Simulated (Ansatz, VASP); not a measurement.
Given: the input of a run of VASP 6.6.1 on CuI.

INCAR

```
SYSTEM = CuI
ALGO = Normal
EDIFF = 1E-6
ENCUT = 520
GGA = RP
ISIF = 2
ISMEAR = -1
LASPH = .TRUE.
LCHARG = .FALSE.
LREAL = .FALSE.
LWAVE = .FALSE.
NBANDS = 16
NELM = 100
PREC = Accurate
SIGMA = 0.05
```

File KPOINTS:

```
k-points
0
G
  8 8 8
  0 0 0
```

POSCAR

```
CuI
1.0
    0.0000000000      3.0515767440      3.0515767440
    3.0515767440      0.0000000000      3.0515767440
    3.0515767440      3.0515767440      0.0000000000
I Cu
1 1
Direct
    0.0000000000      0.0000000000      0.0000000000
    0.7500000000      0.7500000000      0.7500000000
```

Potentials or basis: VASP PAW PBE potentials, release 64 (I, Cu).

Launch:

```console
$ cat potpaw_PBE.64/I/POTCAR potpaw_PBE.64/Cu/POTCAR > POTCAR
$ mpirun -np 1 vasp_std > vasp.out
```

Q: Set up the same calculation for Ansatz 0.2.0. Potentials there: Ansatz PAW.

A: As run (the cutoff follows the program's own potentials):

input.yaml

```yaml
crystal:
  lattice:
    - [0.0, 3.051576744, 3.051576744]
    - [3.051576744, 0.0, 3.051576744]
    - [3.051576744, 3.051576744, 0.0]
  atoms:
    - { symbol: I, position: [0.0, 0.0, 0.0] }
    - { symbol: Cu, position: [0.75, 0.75, 0.75] }
hamiltonian:
  xc: rpbe
  pseudopotentials: { kind: paw }
kpoints:
  mp_grid: { grid: [8, 8, 8] }
scf:
  occupations: { method: fermi_dirac, width: 0.05 }
output:
  forces: true
  stress: true
  eigenvalues: true
```

Potentials or basis: Ansatz PAW.

The run is started by

```sh
$ ansatz run input.yaml --threads 2 --pin off --max-ram 5120MiB --backend cpu --events-out ev --progress --plain --runs-dir out
```

Both were run:

|  | VASP | Ansatz | Ansatz less VASP |
| --- | --- | --- | --- |
| gap on the k mesh at the Fermi level (eV) | 1.23 | 1.21 | -0.016 |
| least direct gap on the mesh (eV) | 1.23 | 1.21 | -0.016 |
| pressure (GPa) | 1.6 | 1.6 | 0.00 |

VASP's potentials were made for PBE, not for RPBE. VASP's potentials hold 18 valence electrons a cell and Ansatz's 36, so a difference there can come from the potentials and not from the codes.

Neither program's run includes spin-orbit coupling.
